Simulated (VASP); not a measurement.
A run of VASP 6.6.1 is set up as follows.

Contents of INCAR:

```
SYSTEM = MgO
PREC = Accurate
ENCUT = 600
EDIFF = 1E-6
ISMEAR = -1
SIGMA = 0.05
LREAL = .FALSE.
LASPH = .TRUE.
NELM = 120
ALGO = Normal
ISIF = 2
LWAVE = .FALSE.
LCHARG = .FALSE.
GGA = CA
NBANDS = 11
GGA_COMPAT = .FALSE.
```

File KPOINTS:

```
regular mesh
0
G
  15 15 15
  0 0 0
```

Contents of POSCAR:

```
MgO
1.0
    0.0000000000      1.7038787285      1.7038787285
    1.7038787285      0.0000000000      1.7038787285
    1.7038787285      1.7038787285      0.0000000000
Mg O
1 1
Direct
    0.0000000000      0.0000000000      0.0000000000
    0.5000000000      0.5000000000      0.5000000000
```

Potentials or basis: VASP PAW LDA potentials, release 64 (Mg, O).

Command:

```bash
$ cat potpaw_LDA.64/Mg/POTCAR potpaw_LDA.64/O/POTCAR > POTCAR
$ mpirun -np 1 vasp_std > vasp.out
```

Estimate the pressure.

366.3 GPa.

What does it give for the band gap on the k mesh?

8.50 eV (least direct gap 10.90 eV).

Caveat: the cell stands under pressure; an odd mesh through Γ misses points on the zone boundary, where band edges can lie.
